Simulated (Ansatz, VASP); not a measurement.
## TiTe2: VASP beside Ansatz

```
Ti Te
1.0
     0.00000    3.44286    3.44286
     3.44286    0.00000    3.44286
     3.44286    3.44286    0.00000
Ti Te
1 2
Direct
  0.00000 0.00000 0.00000
  0.25000 0.25000 0.25000
  0.75000 0.75000 0.75000
```

Alike in both runs: task single point; functional PBE; k mesh 10 × 10 × 10; occupations fermi-dirac, width 0.001 eV; collinear spin.

```csv
,VASP,Ansatz
version,VASP 6.6.1,Ansatz 0.2.0
potentials or method,"VASP PAW PBE potentials, release 64 (Ti_sv, Te), cutoff 500 eV","scalar-relativistic, plane waves, PAW"
valence electrons in the cell,24,44
```

|  | VASP | Ansatz | Ansatz less VASP |
| --- | --- | --- | --- |
| pressure (GPa) | 0.1 | 0.1 | -0.03 |
| net moment per atom (μB) | 0.21 | 0.21 | 0.000 |
| size of the moment on the site where the two differ most (μB) | 0.55 | 0.58 | +0.029 |

Site moments also hang on the region over which each program counts them. With one functional, cell and mesh, what is left measures potentials, basis and numerics. VASP's potentials hold 24 valence electrons a cell and Ansatz's 44, so a difference there can come from the potentials and not from the codes.

Neither program's run includes spin-orbit coupling.
